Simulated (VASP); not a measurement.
# NaB (Fm-3m) in VASP: further runs

The runs below take NaB through single point, with PBE.

All numbers are computed with VASP 6.6.1; they aren't measurements. Logs are shortened: lines on timing, memory, paths and dates and some standing lists are left out, and cuts for length are marked.

### 1 The cell of the first run

The structure is cubic, space group Fm-3m (No. 225). Conventional cell: a = 6.103 Å, b = 6.103 Å, c = 6.103 Å, α = 90.00°, β = 90.00°, γ = 90.00°. Within 4.0 Å of Na (site symmetry m-3m) lie 6 B at 3.05 Å. B (site symmetry m-3m) has 6 Na at 3.05 Å within 4.0 Å.

### 2 Single point, PBE, collinear spin, ferromagnetic start

INCAR

```
PREC     = Accurate       # precision mode
ENCUT    = 500            # plane-wave cutoff, eV
EDIFF    = 1E-6           # SCF threshold, eV
ISMEAR   = 1              # smearing method
SIGMA    = 0.12           # smearing width, eV
LREAL    = F              # projectors in reciprocal space
LASPH    = T              # aspherical terms in the spheres
NELM     = 200            # most SCF steps
ALGO     = Normal         # electronic algorithm
ISIF     = 2              # what is computed and relaxed
LWAVE    = F              # write WAVECAR
LCHARG   = T              # write CHGCAR
ISPIN    = 2              # spin polarisation
MAGMOM   = 0.01 0.21      # initial moments
LORBIT   = 11             # projections on sites
GGA      = PE             # functional
LELF     = T              # ELF
LVHAR    = T            
NBANDS   = 16             # bands
GGA_COMPAT= F
```

KPOINTS

```
regular mesh
0
Gamma
  2 2 2
```

POSCAR

```
NaB
1.0
    0.0000000000      3.0516432329      3.0516432329
    3.0516432329      0.0000000000      3.0516432329
    3.0516432329      3.0516432329      0.0000000000
Na B
1 1
Direct
    0.0000000000      0.0000000000      0.0000000000
    0.5000000000      0.5000000000      0.5000000000
```

Potentials or basis: VASP PAW PBE potentials, release 64 (Na_pv, B).

Command:

```
cat potpaw_PBE.64/Na_pv/POTCAR potpaw_PBE.64/B/POTCAR > POTCAR
mpirun -np 1 vasp_std > vasp.out
```

OUTCAR:

```text
PREC = Accurate
   ENCUT = 500
   EDIFF = 1E-6
   ISMEAR = 1
   LREAL = F
   LASPH = T
   NELM = 200
   ISIF = 2
   ISPIN = 2
   LORBIT = 11
   GGA = PE

 ion  position               nearest neighbor table
   1  0.000  0.000  0.000-
   2  0.500  0.500  0.500-

  LATTYP: Found a face centered cubic cell.
 ALAT       =     6.1032864658

  Lattice vectors:

 A1 = (   0.0000000000,   3.0516432329,   3.0516432329)
 A2 = (   3.0516432329,   0.0000000000,   3.0516432329)
 A3 = (   3.0516432329,   3.0516432329,   0.0000000000)

Analysis of symmetry for initial positions (statically):
=====================================================================
 Subroutine PRICEL returns:
 Original cell was already a primitive cell.

 Routine SETGRP: Setting up the symmetry group for a
 face centered cubic supercell.

 Subroutine GETGRP returns: Found 48 space group operations
 (whereof 48 operations were pure point group operations)
 out of a pool of 48 trial point group operations.

The static configuration has the point symmetry O_h .

Analysis of symmetry for dynamics (positions and initial velocities):
=====================================================================
 Subroutine PRICEL returns:
 Original cell was already a primitive cell.

 Routine SETGRP: Setting up the symmetry group for a
 face centered cubic supercell.

 Subroutine GETGRP returns: Found 48 space group operations
 (whereof 48 operations were pure point group operations)
 out of a pool of 48 trial point group operations.

The dynamic configuration has the point symmetry O_h .

Analysis of structural, dynamic, and magnetic symmetry:
=====================================================================
 Subroutine PRICEL returns:
 Original cell was already a primitive cell.

 Routine SETGRP: Setting up the symmetry group for a
 face centered cubic supercell.

 Subroutine GETGRP returns: Found 48 space group operations
 (whereof 48 operations were pure point group operations)
 out of a pool of 48 trial point group operations.

The overall configuration has the point symmetry O_h .

 Subroutine INISYM returns: Found 48 space group operations
 (whereof 48 operations are pure point group operations),
 and found     1 'primitive' translations

----------------------------------------------------------------------------------------

                                     Primitive cell

  volume of cell :      56.8370

  direct lattice vectors                    reciprocal lattice vectors
     0.000000000  3.051643233  3.051643233    -0.163846152  0.163846152  0.163846152
     3.051643233  0.000000000  3.051643233     0.163846152 -0.163846152  0.163846152
     3.051643233  3.051643233  0.000000000     0.163846152  0.163846152 -0.163846152

  length of vectors
     4.315675247  4.315675247  4.315675247     0.283789859  0.283789859  0.283789859

  position of ions in fractional coordinates (direct lattice)
     0.000000000  0.000000000  0.000000000
     0.500000000  0.500000000  0.500000000

  ion indices of the primitive-cell ions
   primitive index   ion index
                 1           1
                 2           2

----------------------------------------------------------------------------------------

 KPOINTS: regular mesh

Automatic generation of k-mesh.
 Grid dimensions read from file:
 generate k-points for:    2    2    2

 Generating k-lattice:

  Cartesian coordinates                     Fractional coordinates (reciprocal lattice)
    -0.081923076  0.081923076  0.081923076     0.500000000  0.000000000  0.000000000
     0.081923076 -0.081923076  0.081923076     0.000000000  0.500000000  0.000000000
     0.081923076  0.081923076 -0.081923076     0.000000000  0.000000000  0.500000000

  Length of vectors
     0.141894930  0.141894930  0.141894930

  Shift w.r.t. Gamma in fractional coordinates (k-lattice)
     0.000000000  0.000000000  0.000000000

 Subroutine IBZKPT returns following result:
 ===========================================

 Found      3 irreducible k-points:

 Following reciprocal coordinates:
            Coordinates               Weight
  0.000000  0.000000  0.000000      1.000000
  0.500000  0.000000  0.000000      4.000000
  0.500000  0.500000  0.000000      3.000000
   k-points           NKPTS =      3   k-points in BZ     NKDIM =      3   number of bands    NBANDS=     16
   number of dos      NEDOS =    301   number of ions     NIONS =      2
   total plane-waves  NPLWV =  32768
   dimension x,y,z NGX =    32 NGY =   32 NGZ =   32
   dimension x,y,z NGXF=    64 NGYF=   64 NGZF=   64
   ions per type =               1   1
   NGX,Y,Z   is equivalent  to a cutoff of  12.33, 12.33, 12.33 a.u.
   NGXF,Y,Z  is equivalent  to a cutoff of  24.65, 24.65, 24.65 a.u.
 SYSTEM =  unknown system
   PREC   = accura    normal or accurate (medium, high low for compatibility)
   ISTART =      0    job   : 0-new  1-cont  2-samecut
   ICHARG =      2    charge: 1-file 2-atom 10-const
   ISPIN  =      2    spin polarized calculation?
   LNONCOLLINEAR =      F non collinear calculations
   LSORBIT =      F    spin-orbit coupling
   LASPH  =      T    aspherical Exc in radial PAW
   ENCUT  =  500.0 eV  36.75 Ry    6.06 a.u.   7.87  7.87  7.87*2*pi/ulx,y,z
   NELM   =    200;   NELMIN=  2; NELMDL= -5     # of ELM steps
   EDIFF  = 0.1E-05   stopping-criterion for ELM
   LREAL  =      F    real-space projection
   EDIFFG = 0.1E-04   stopping-criterion for IOM
   NSW    =      0    number of steps for IOM
   IBRION =     -1    ionic relax: 0-MD 1-quasi-New 2-CG
   NFREE  =      0    steps in history (QN), initial steepest desc. (CG)
   ISIF   =      2    stress and relaxation
   ISYM   =      2    0-nonsym 1-usesym 2-fastsym
   POTIM  = 0.5000    time-step for ionic-motion
   TEBEG  =    0.0;   TEEND  =   0.0 temperature during run
   PSTRESS=    0.0 pullay stress
   NELECT =      10.0000    total number of electrons
   NUPDOWN=      -1.0000    fix difference up-down
   EMIN   =  10.00;   EMAX   =-10.00  energy-range for DOS
   EFERMI =   0.00;   METHOD = LEGACY
   ISMEAR =     1;   SIGMA  =   0.12  broadening in eV -4-tet -1-fermi 0-gaus
   EFERMI_NEDOS =   21; number of points for ismear=-14 and -15
   IALGO  =     38    algorithm
   IMIX   =      4    mixing-type and parameters
     AMIX     =   0.40;   BMIX     =  1.00
     AMIX_MAG =   1.60;   BMIX_MAG =  1.00
  volume/ion in A,a.u.               =      28.42       191.78
  Fermi-wavevector in a.u.,A,eV,Ry     =   0.917342  1.733524 11.449514  0.841516
  Thomas-Fermi vector in A             =   2.042300
   LORBIT       =     11    0 simple, 1 ext, 2 COOP (PROOUT), +10 PAW based schemes
   GGA     = PE    functional components
   LHFCALC =     F    Hartree Fock is set to
   AEXX    =    0.0000 exact exchange contribution
   IVDW    =     0    specifies the selected vdW correction
   LEPSILON=     F    determine dielectric tensor
   LRPA    =     F    only Hartree local field effects (RPA)
 spin polarized calculation
 Methfessel and Paxton  Order N= 1 SIGMA  =   0.12
  energy-cutoff  :      500.00
  volume of cell :       56.84
 maximum number of plane-waves:      1459
 NGX is ok and might be reduce to    32
   NGX = 15   NGY = 15   NGZ = 15

 number of electron      10.0000000 magnetization       0.2200000

 number of electron       9.9999995 magnetization       0.2545819

 Free energy of the ion-electron system (eV)
  ---------------------------------------------------
  ext. energy  EPLUGINS =         0.00000000
  ---------------------------------------------------
  free energy    TOTEN  =        -4.54214010 eV

  energy without entropy =       -4.53156714  energy(sigma->0) =       -4.53861578

 E-fermi :  -0.0419     XC(G=0):  -7.0630

 val. band max:       -1.4186551206   @ k =   0.5000   0.5000   0.0000
 cond. band min:      -0.0181726185   @ k =   0.5000   0.5000   0.0000
 fundamental gap:      1.4004825021
 Fermi energy:        -0.0418805833

 spin component 1

 k-point     1 :       0.0000    0.0000    0.0000
  band No.  band energies     occupation
      1     -24.2144      1.00000
      2     -24.2144      1.00000
      3     -24.2144      1.00000
      4      -6.9418      1.00000
      5       0.8625     -0.00000
      6       0.8625     -0.00000
[... 8 lines left out ...]
     15      11.6003      0.00000
     16      11.6003      0.00000

 k-point     2 :       0.5000    0.0000    0.0000
  band No.  band energies     occupation
      1     -24.2226      1.00000
      2     -24.2154      1.00000
      3     -24.2154      1.00000
      4      -5.9383      1.00000
      5      -1.9933      1.00000
      6       0.5401     -0.00000
[... 8 lines left out ...]
     15      14.4676      0.00000
     16      14.4678      0.00000

 k-point     3 :       0.5000    0.5000    0.0000
  band No.  band energies     occupation
      1     -24.2218      1.00000
      2     -24.2174      1.00000
      3     -24.2174      1.00000
      4      -5.6743      1.00000
      5      -1.6018      1.00000
      6      -0.0182      0.33637
[... 8 lines left out ...]
     15      15.4878      0.00000
     16      15.4878      0.00000
 Fermi energy:        -0.0418805833

 spin component 2

 k-point     1 :       0.0000    0.0000    0.0000
  band No.  band energies     occupation
      1     -24.2113      1.00000
      2     -24.2113      1.00000
      3     -24.2113      1.00000
      4      -6.7073      1.00000
      5       1.1442     -0.00000
      6       1.1442     -0.00000
[... 8 lines left out ...]
     15      11.6386      0.00000
     16      11.6386      0.00000

 k-point     2 :       0.5000    0.0000    0.0000
  band No.  band energies     occupation
      1     -24.2194      1.00000
      2     -24.2123      1.00000
      3     -24.2123      1.00000
      4      -5.6639      1.00000
      5      -1.8219      1.00000
      6       0.8119     -0.00000
[... 8 lines left out ...]
     15      14.5843      0.00000
     16      14.6272      0.00000

 k-point     3 :       0.5000    0.5000    0.0000
  band No.  band energies     occupation
      1     -24.2186      1.00000
      2     -24.2142      1.00000
      3     -24.2142      1.00000
      4      -5.3873      1.00000
      5      -1.4187      1.00000
      6       0.2306     -0.00304
[... 8 lines left out ...]
     15      15.5928      0.00000
     16      15.5928      0.00000

------------------------ aborting loop because EDIFF is reached ----------------------------------------

  FORCE on cell =-STRESS in cart. coord.  units (eV):
  Direction    XX          YY          ZZ          XY          YZ          ZX
  --------------------------------------------------------------------------------------
  -------------------------------------------------------------------------------------
  Total       -2.2331520     -2.2331520     -2.2331520      0.0000000      0.0000000     -0.0000000
  in kB      -62.9502700    -62.9502700    -62.9502700      0.0000000      0.0000000     -0.0000000
  external PRESSURE =     -62.9502700 kB  Pullay stress =       0.0000000 kB

 VOLUME and BASIS-vectors are now :
 -----------------------------------------------------------------------------
  energy-cutoff  :      500.00
  volume of cell :       56.84
      direct lattice vectors                 reciprocal lattice vectors
     0.000000000  3.051643233  3.051643233    -0.163846152  0.163846152  0.163846152
     3.051643233  0.000000000  3.051643233     0.163846152 -0.163846152  0.163846152
     3.051643233  3.051643233  0.000000000     0.163846152  0.163846152 -0.163846152

 POSITION                                       TOTAL-FORCE (eV/Angst)
 -----------------------------------------------------------------------------------
      0.00000      0.00000      0.00000         0.000000     -0.000000     -0.000000
      3.05164      3.05164      3.05164        -0.000000      0.000000      0.000000
 -----------------------------------------------------------------------------------
    total drift:                                0.000000     -0.000000     -0.000000

  FREE ENERGIE OF THE ION-ELECTRON SYSTEM (eV)
  ---------------------------------------------------
  free  energy   TOTEN  =        -4.5421401041 eV

  energy  without entropy=       -4.5315671415  energy(sigma->0) =       -4.53861578

 total charge

# of ion       s       p       d       tot
------------------------------------------
    1        0.063   5.970   0.000   6.034
    2        0.867   0.495   0.000   1.362
--------------------------------------------------
tot          0.930   6.465   0.000   7.396

 magnetization (x)

# of ion       s       p       d       tot
------------------------------------------
    1       -0.002   0.004   0.000   0.002
    2        0.006   0.105   0.000   0.111
--------------------------------------------------
tot          0.005   0.109   0.000   0.114
```

It took 18 s on 1 thread of Intel Xeon 8259CL, shared host; peak memory 0.19 GiB.

Results:

* Free energy: -4.5421 eV
* Pressure: -6.3 GPa
* Net moment: 0.25 μB per cell
* Site moments: Na +0.00; B +0.11 μB
* Valence electrons inside the program's atomic spheres: Na 6.03; B 1.36

Levels at points of the mesh, in eV from the Fermi level:
Spin up:
```csv
k point,band 2,band 3,band 4,band 5,band 6,band 7,band 8,band 9
"(0.00, 0.00, 0.00)",-24.17,-24.17,-6.90,0.90,0.90,0.90,3.63,8.18
"(0.50, 0.00, 0.00)",-24.17,-24.17,-5.90,-1.95,0.58,0.58,4.71,7.25
"(0.50, 0.50, 0.00)",-24.18,-24.18,-5.63,-1.56,0.02,0.02,4.22,4.99
```
Spin down:
| k point | band 2 | band 3 | band 4 | band 5 | band 6 | band 7 | band 8 | band 9 |
| --- | --- | --- | --- | --- | --- | --- | --- | --- |
| (0.00, 0.00, 0.00) | -24.17 | -24.17 | -6.67 | 1.19 | 1.19 | 1.19 | 3.74 | 8.27 |
| (0.50, 0.00, 0.00) | -24.17 | -24.17 | -5.62 | -1.78 | 0.85 | 0.85 | 4.77 | 7.40 |
| (0.50, 0.50, 0.00) | -24.17 | -24.17 | -5.35 | -1.38 | 0.27 | 0.27 | 4.29 | 5.01 |

Caveat: the k points lie up to 0.89 Å⁻¹ apart.

### 3 Single point, PBE, collinear spin, ferromagnetic start

This run uses another cell than the first one, of 19.33 Å³/atom, 0.680 times its volume.

INCAR

```
ALGO = Normal
EDIFF = 1E-6
ENCUT = 500
GGA = PE
GGA_COMPAT = F
ISIF = 2
ISMEAR = -1
ISPIN = 2
ISYM = 0
LASPH = T
LCHARG = F
LORBIT = 11
LREAL = F
LWAVE = F
MAGMOM = 0.16 1.98
NBANDS = 16
NELM = 200
NUPDOWN = 3.0
PREC = Accurate
SIGMA = 0.025851999786435532
```

KPOINTS

```
Automatic mesh
0
Gamma
  2 2 2
  0.97 0.52 0.62
```

POSCAR

```
NaB
1.0
    0.0000000000      2.6838690000      2.6838690000
    2.6838690000      0.0000000000      2.6838690000
    2.6838690000      2.6838690000      0.0000000000
Na B
1 1
Direct
    0.0000000000      0.0000000000      0.0000000000
    0.5000000000      0.5000000000      0.5000000000
```

Potentials or basis: VASP PAW PBE potentials, release 64 (Na_pv, B).

Command:

```
cat potpaw_PBE.64/Na_pv/POTCAR potpaw_PBE.64/B/POTCAR > POTCAR
mpirun -np 1 vasp_std > vasp.out
```

Wall time 5.5 min (1 thread of Intel Xeon 8259CL, shared host); peak memory 0.28 GiB.

Results (log left out):

- Free energy: -1.6684 eV
- Pressure: 5.4 GPa
- Net moment: 3.00 μB per cell
- Site moments: Na +0.09; B +1.19 μB
- Valence electrons inside the program's atomic spheres: Na 6.07; B 1.51

Caveat: the k points lie up to 1.01 Å⁻¹ apart; the total moment is fixed, so each spin has its own Fermi level.
